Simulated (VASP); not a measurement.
# ZnO (P6_3mc) in VASP: further runs, part 2 of 2

VASP 6.6.1. Earlier steps stand in the parts before.

### 6 Relaxation of cell and atoms, PBEsol, target pressure 1 GPa, at which the enthalpy is minimised

This run uses another cell than the first one, of 11.78 Å³/atom.

INCAR

```
SYSTEM = ZnO
PREC     = Accurate       ! precision mode
ENCUT    = 600            ! plane-wave cutoff, eV
EDIFF    = 1E-7           ! SCF threshold, eV
ISMEAR   = 0              ! smearing method
SIGMA    = 0.01           ! smearing width, eV
LREAL    = .FALSE.        ! projectors in reciprocal space
LASPH    = .TRUE.         ! aspherical terms in the spheres
NELM     = 60             ! most SCF steps
ALGO     = Normal         ! electronic algorithm
ISIF     = 3              ! what is computed and relaxed
LWAVE    = .FALSE.        ! write WAVECAR
LCHARG   = .FALSE.        ! write CHGCAR
GGA      = PS             ! functional
IBRION   = 2              ! ionic algorithm
NSW      = 100            ! ionic steps
EDIFFG   = -0.002         ! ionic threshold
PSTRESS  = 10.0
```

KPOINTS

```
Automatic mesh
0
G
  8 8 4
  0 0 0
```

POSCAR

```
ZnO
1.0
    3.2299990317      0.0000000000      0.0000000000
   -1.6149995159      2.7972612157      0.0000000000
    0.0000000000      0.0000000000      5.2143592997
Zn O
2 2
Direct
    0.3333333333      0.6666666667      0.5000410921
    0.6666666667      0.3333333333      0.0000410921
    0.6666666667      0.3333333333      0.3789689079
    0.3333333333      0.6666666667      0.8789689079
```

Potentials or basis: VASP PAW PBE potentials, release 64 (Zn, O).

Run with:

```
cat potpaw_PBE.64/Zn/POTCAR potpaw_PBE.64/O/POTCAR > POTCAR
mpirun -np 1 vasp_std > vasp.out
```

OUTCAR:

```text
SYSTEM = ZnO
   PREC = Accurate
   ENCUT = 600
   EDIFF = 1E-7
   ISMEAR = 0
   LREAL = .FALSE.
   LASPH = .TRUE.
   NELM = 60
   ISIF = 3
   GGA = PS
   IBRION = 2
   NSW = 100
   EDIFFG = -0.002
   PSTRESS = 10.0

 ion  position               nearest neighbor table
   1  0.333  0.667  0.500-   3 1.97   3 1.97   3 1.97   4 1.98
   2  0.667  0.333  0.000-   4 1.97   4 1.97   4 1.97   3 1.98
   3  0.667  0.333  0.379-   1 1.97   1 1.97   1 1.97   2 1.98
   4  0.333  0.667  0.879-   2 1.97   2 1.97   2 1.97   1 1.98

  LATTYP: Found a hexagonal cell.
 ALAT       =     3.2299990317
 C/A-ratio  =     1.6143532083

  Lattice vectors:

 A1 = (   3.2299990317,   0.0000000000,   0.0000000000)
 A2 = (  -1.6149995159,   2.7972612157,   0.0000000000)
 A3 = (   0.0000000000,   0.0000000000,   5.2143592997)

Analysis of symmetry for initial positions (statically):
=====================================================================
 Subroutine PRICEL returns:
 Original cell was already a primitive cell.

 Routine SETGRP: Setting up the symmetry group for a
 hexagonal supercell.

 Subroutine GETGRP returns: Found 12 space group operations
 (whereof  6 operations were pure point group operations)
 out of a pool of 24 trial point group operations.

The static configuration has the point symmetry C_3v.
 The point group associated with its full space group is C_6v.

Analysis of symmetry for dynamics (positions and initial velocities):
=====================================================================
 Subroutine PRICEL returns:
 Original cell was already a primitive cell.

 Routine SETGRP: Setting up the symmetry group for a
 hexagonal supercell.

 Subroutine GETGRP returns: Found 12 space group operations
 (whereof  6 operations were pure point group operations)
[... 183 lines left out ...]
     -0.00000      1.86484      4.58326         0.000000     -0.000000     -0.000561
 -----------------------------------------------------------------------------------
    total drift:                                0.000000     -0.000000     -0.000572

  FREE ENERGIE OF THE ION-ELECTRON SYSTEM (eV)
  ---------------------------------------------------
  free  energy   TOTEN  =       -19.4135856676 eV

  energy  without entropy=      -19.4135856676  energy(sigma->0) =      -19.41358567

  enthalpy is  TOTEN    =       -19.1195325509 eV   P V=        0.2940531167

--------------------------------------- Ionic step        2  -------------------------------------------

 number of electron      36.0000007 magnetization

 Free energy of the ion-electron system (eV)
  ---------------------------------------------------
  ext. energy  EPLUGINS =         0.00000000
  ---------------------------------------------------
  free energy    TOTEN  =       -19.41315474 eV

  energy without entropy =      -19.41315474  energy(sigma->0) =      -19.41315474

 E-fermi :   1.2656     XC(G=0): -11.2493

 val. band max:        1.1611606270   @ k =   0.0000   0.0000   0.0000
 cond. band min:       1.8536108154   @ k =   0.0000   0.0000   0.0000
 fundamental gap:      0.6924501884
 Fermi energy:         1.2656017454

 k-point     1 :       0.0000    0.0000    0.0000
  band No.  band energies     occupation
      1     -16.9823      2.00000
      2     -16.2245      2.00000
      3      -4.6620      2.00000
      4      -4.6158      2.00000
      5      -4.6158      2.00000
      6      -4.5726      2.00000
[... 589 lines left out ...]
     21       9.8299      0.00000
     22       9.8299      0.00000

 [... further k-points ...]

------------------------ aborting loop because EDIFF is reached ----------------------------------------

  FORCE on cell =-STRESS in cart. coord.  units (eV):
  Direction    XX          YY          ZZ          XY          YZ          ZX
  --------------------------------------------------------------------------------------
  -------------------------------------------------------------------------------------
  Total        0.2995906      0.2995906      0.3009079     -0.0000000      0.0000000      0.0000000
  in kB       10.2042680     10.2042680     10.2491343     -0.0000000      0.0000000      0.0000000
  external PRESSURE =       0.2192234 kB  Pullay stress =      10.0000000 kB

 VOLUME and BASIS-vectors are now :
 -----------------------------------------------------------------------------
  energy-cutoff  :      600.00
  volume of cell :       47.04
      direct lattice vectors                 reciprocal lattice vectors
     3.228311781 -0.000000000  0.000000000     0.309759425  0.178839687 -0.000000000
    -1.614155891  2.795800014  0.000000000     0.000000000  0.357679374 -0.000000000
     0.000000000  0.000000000  5.211651810     0.000000000  0.000000000  0.191877746

 POSITION                                       TOTAL-FORCE (eV/Angst)
 -----------------------------------------------------------------------------------
     -0.00000      1.86387      2.60607        -0.000000     -0.000000      0.000314
      1.61416      0.93193      0.00024         0.000000      0.000000      0.000314
      1.61416      0.93193      1.97503         0.000000     -0.000000     -0.000314
     -0.00000      1.86387      4.58085        -0.000000     -0.000000     -0.000314
 -----------------------------------------------------------------------------------
    total drift:                                0.000000     -0.000000     -0.000582

  FREE ENERGIE OF THE ION-ELECTRON SYSTEM (eV)
  ---------------------------------------------------
  free  energy   TOTEN  =       -19.4131547440 eV

  energy  without entropy=      -19.4131547440  energy(sigma->0) =      -19.41315474

  enthalpy is  TOTEN    =       -19.1195612793 eV   P V=        0.2935934647

 reached required accuracy - stopping structural energy minimisation
```

OSZICAR:

```text
N       E                     dE             d eps       ncg     rms          rms(c)
DAV:   1     0.302317572906E+03    0.30232E+03   -0.20440E+04  1328   0.261E+03
DAV:   2     0.929036031495E+01   -0.29303E+03   -0.28181E+03  1440   0.467E+02
[... 16 lines left out ...]
DAV:   1    -0.194141248115E+02   -0.53904E-03   -0.14350E-02  1546   0.243E+00    0.227E-01
DAV:   2    -0.194132583851E+02    0.86643E-03   -0.33087E-03  1620   0.129E+00    0.828E-02
DAV:   3    -0.194131834766E+02    0.74908E-04   -0.61868E-05  1834   0.206E-01    0.455E-02
DAV:   4    -0.194131546977E+02    0.28779E-04   -0.32803E-05  2218   0.989E-02    0.494E-03
DAV:   5    -0.194131549041E+02   -0.20632E-06   -0.75227E-06  1356   0.260E-02    0.264E-03
DAV:   6    -0.194131547863E+02    0.11772E-06   -0.80535E-07  1610   0.977E-03    0.702E-04
DAV:   7    -0.194131547440E+02    0.42319E-07   -0.18140E-07   706   0.408E-03
   2 F= -.19119561E+02 E0= -.19119561E+02  d E =-.287284E-04
```

It took 42 s on 1 thread of Intel Xeon Platinum 8559C (Emerald Rapids), shared host; peak memory 0.19 GiB.

Results:

* Free energy: -19.4132 eV
* Relaxed volume: 11.76 Å³/atom
* Relaxed cell: a = 3.228 Å, b = 3.228 Å, c = 5.212 Å, α = 90.00°, β = 90.00°, γ = 120.00°
* Space group after relaxing (to 0.1 Å): P6_3mc (No. 186)
* Energy change on relaxing (the run minimises the enthalpy): +0.1 meV/atom
* Ionic steps: 2
* Pressure after relaxing: 1.0 GPa
* Band gap on the k mesh: 0.69 eV

Step by step:
| step | energy change (eV) | largest force (eV/Å) | pressure (GPa) | volume (Å³) |
| --- | --- | --- | --- | --- |
| 1 | 0.0000 | 0.0006 | 0.85 | 47.11 |
| 2 | 0.0004 | 0.0003 | 1.02 | 47.04 |

Final structure:
```xyz
4
Lattice="3.2283 0.0000 0.0000 -1.6142 2.7958 0.0000 0.0000 0.0000 5.2117" Properties=species:S:1:pos:R:3 pbc="T T T"
Zn    0.0000    1.8639    2.6061
Zn    1.6142    0.9319    0.0002
O     1.6142    0.9319    1.9750
O     0.0000    1.8639    4.5809
```

Levels at points of the mesh, in eV from the valence-band top:
```tsv
k point	band 14	band 15	band 16	band 17	band 18	band 19	band 20	band 21	band 22
(0.00, 0.00, 0.00)	-0.81	-0.81	-0.09	0.00	0.00	0.69	5.16	8.11	12.84
(0.50, 0.00, 0.00)	-3.62	-2.89	-2.32	-1.33	-0.86	5.73	6.72	7.43	8.52
(0.00, 0.00, 0.50)	-2.28	-0.40	-0.40	-0.40	-0.40	3.38	3.38	9.96	9.96
(0.50, 0.00, 0.50)	-3.79	-1.55	-1.55	-1.42	-1.42	5.58	5.58	8.41	8.41
```

Caveat: the cell is relaxed towards a set pressure, so the run minimises the enthalpy, not the energy; semilocal functionals underestimate gaps, and a narrow one can read as zero; the PAW data sets were made with another functional, which shifts forces and pressure a little.

### 7 The runs side by side

| task | cell | cutoff (eV) | gap on the mesh (eV) | pressure (GPa) |
| --- | --- | --- | --- | --- |
| single point | a = 3.183, b = 3.183, c = 5.139 Å, angles 90.0, 90.0, 120.0°, 4 atoms | 520 | 0.75 | 8.1 |
| single point | a = 3.216, b = 3.216, c = 5.191 Å, angles 90.0, 90.0, 120.0°, 4 atoms | 520 | 0.71 | 2.8 |
| single point | a = 3.202, b = 3.202, c = 5.169 Å, angles 90.0, 90.0, 120.0°, 4 atoms | 520 | 0.73 | 5.1 |
| single point | a = 3.223, b = 3.223, c = 5.202 Å, angles 90.0, 90.0, 120.0°, 4 atoms | 520 | 0.70 | 1.7 |
| relaxation of cell and atoms | relaxed to 1 GPa from a = 3.230, b = 3.230, c = 5.214 Å, angles 90.0, 90.0, 120.0°, 4 atoms | 600 | 0.69 | 1.0 |

Alike in all rows: level PBEsol; potentials or basis VASP PAW PBE potentials, release 64 (Zn, O); no spin polarisation; k mesh 8 × 8 × 4; smearing gaussian 0.01 eV.

Caveats: semilocal functionals underestimate gaps, and a narrow one can read as zero; the PAW data sets were made with another functional, which shifts forces and pressure a little; the cell stands under pressure (at least some runs); the cell is relaxed towards a set pressure, so the run minimises the enthalpy, not the energy (at least some runs).

Absolute energies hang on the potentials; compare differences alone.
